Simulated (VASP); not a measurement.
Set up this calculation in VASP 6.6.1, as the native input.

```yaml
Task: single point
Functional: PBEsol
Potentials_or_basis: VASP PAW PBE potentials, release 64 (C)
Cutoff: 520 eV
k_mesh: 12 × 12 × 12
Occupations: gaussian, width 0.05 eV
Spin: no spin polarisation
Dipole_correction: no
Further_INCAR_settings: ALGO = Normal; EDIFF = 1e-06; NBANDS = 11
```

The structure of C lies in POSCAR:

```
C
1.0
    0.0000000000      1.9373907776      1.5111648065
    1.9373907776      0.0000000000      1.5111648065
    1.9373907776      1.9373907776      0.0000000000
C
2
Direct
    0.5000000000      0.5000000000      0.5000000000
    0.7500000000      0.7500000000      0.7500000000
```

This cell differs from its parent crystal: ratio of the length along z to the lengths across it x 0.78, volume and fractional coordinates fixed.

The input as run:

INCAR

```
SYSTEM = C
PREC     = Accurate       ! precision mode
ENCUT    = 520            ! plane-wave cutoff, eV
EDIFF    = 1E-6           ! SCF threshold, eV
ISMEAR   = 0              ! smearing method
SIGMA    = 0.05           ! smearing width, eV
LREAL    = .False.        ! projectors in reciprocal space
LASPH    = .True.         ! aspherical terms in the spheres
NELM     = 100            ! most SCF steps
ALGO     = Normal         ! electronic algorithm
ISIF     = 2              ! what is computed and relaxed
LWAVE    = .False.        ! write WAVECAR
LCHARG   = .True.         ! write CHGCAR
GGA      = PS             ! functional
LELF     = .True.         ! ELF
LVHAR    = .True.       
NBANDS   = 11             ! bands
```

KPOINTS

```
Automatic mesh
0
Gamma
  12 12 12
  0 0 0
```

Potentials or basis: VASP PAW PBE potentials, release 64 (C).

Command:

```console
$ cat potpaw_PBE.64/C/POTCAR > POTCAR
$ mpirun -np 1 vasp_std > vasp.out
```

It gave:

```json
{
 "Pressure": "-3.5 GPa",
 "Band gap on the k mesh": "zero (band 4 reaches 11.73 eV, above the bottom of band 5 at 10.05 eV)"
}
```

Caveat: the PAW data sets were made with another functional, which shifts forces and pressure a little.

It took 7.3 s on 1 thread of Intel(R) Xeon(R) 6975P-C (Granite Rapids), with other jobs on the host, peak memory 0.12 GiB.
